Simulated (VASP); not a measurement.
AlNi3, 4 atoms in the cell. It takes space group Fm-3m (No. 225, cubic). The conventional cell has a = 5.604 Å, b = 5.604 Å, c = 5.604 Å, α = 90.00°, β = 90.00°, γ = 90.00°. Ni (site symmetry -43m) has 4 Al at 2.43 Å and 10 Ni at 2.43 to 2.80 Å within 3.2 Å. Ni (site symmetry m-3m) has 8 Ni at 2.43 Å and 6 Al at 2.80 Å within 3.2 Å. Al (site symmetry m-3m) has 14 Ni at 2.43 to 2.80 Å within 3.2 Å. 

```yaml
Program: VASP 6.6.1
Task: single point
Functional: PBEsol
Potentials_or_basis: VASP PAW PBE potentials, release 64 (Ni, Al)
Cutoff: 520 eV
k_mesh: 7 × 7 × 7
Occupations: fermi-dirac, width 0.05 eV
Spin: collinear spin, ferromagnetic start
Starting_moments: "[1.0, 1.0, 1.0, 0.0] μB"
Fixed_moment: 3 μB
Dipole_correction: no
Further_INCAR_settings: ALGO = Normal; EDIFF = 1e-06; NBANDS = 28
```

Potentials or basis: VASP PAW PBE potentials, release 64 (Ni, Al).

Run with:

```console
$ cat potpaw_PBE.64/Ni/POTCAR potpaw_PBE.64/Al/POTCAR > POTCAR
$ mpirun -np 1 vasp_std > vasp.out
```

Hardware: 1 thread of Intel(R) Xeon(R) 6975P-C (Granite Rapids), with other jobs on the host.

**Question.** Estimate the wall time of this run.

**Answer.** Run time: 30 s on 1 thread of Intel(R) Xeon(R) 6975P-C (Granite Rapids), on a shared host, peak memory 0.2 GiB. Counts: scf iterations 15, k points 20.
